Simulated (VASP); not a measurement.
Set up this calculation in VASP 6.6.1, as the native input.

* Task: single point
* Functional: LDA
* Potentials or basis: VASP PAW LDA potentials, release 64 (Ga_d, P)
* Cutoff: 500 eV
* k mesh: 8 × 8 × 8
* Occupations: gaussian, width 0.01 eV
* Spin: no spin polarisation
* Dipole correction: no
* Further INCAR settings: ALGO = Normal; EDIFF = 1e-06; NBANDS = 16

The structure of GaP lies in POSCAR:

```
GaP
1.0
    0.0000000000      2.6436846573      2.6436846573
    2.6436846573      0.0000000000      2.6436846573
    2.6436846573      2.6436846573      0.0000000000
Ga P
1 1
Direct
    0.0000000000      0.0000000000      0.0000000000
    0.7500000000      0.7500000000      0.7500000000
```

One way to write it, as run:

INCAR

```
SYSTEM = GaP
ALGO = Normal
EDIFF = 1E-6
ENCUT = 500
GGA_COMPAT = .FALSE.
ISIF = 2
ISMEAR = 0
LASPH = .TRUE.
LCHARG = .FALSE.
LREAL = .FALSE.
LWAVE = .FALSE.
NBANDS = 16
NELM = 120
PREC = Accurate
SIGMA = 0.01
```

KPOINTS

```
k-points
0
G
  8 8 8
  0 0 0
```

Potentials or basis: VASP PAW LDA potentials, release 64 (Ga_d, P).

Run with:

```sh
$ cat potpaw_LDA.64/Ga_d/POTCAR potpaw_LDA.64/P/POTCAR > POTCAR
$ mpirun -np 1 vasp_std > vasp.out
```

It gave:

```yaml
Pressure: 6.1 GPa
Band_gap_on_the_k_mesh: 1.30 eV, indirect (least direct gap 2.40 eV)
```

Run time: 11 s on 1 thread of Intel(R) Xeon(R) Platinum 8375C CPU @ 2.90GHz (Ice Lake), with other jobs on the host, peak memory 0.14 GiB.
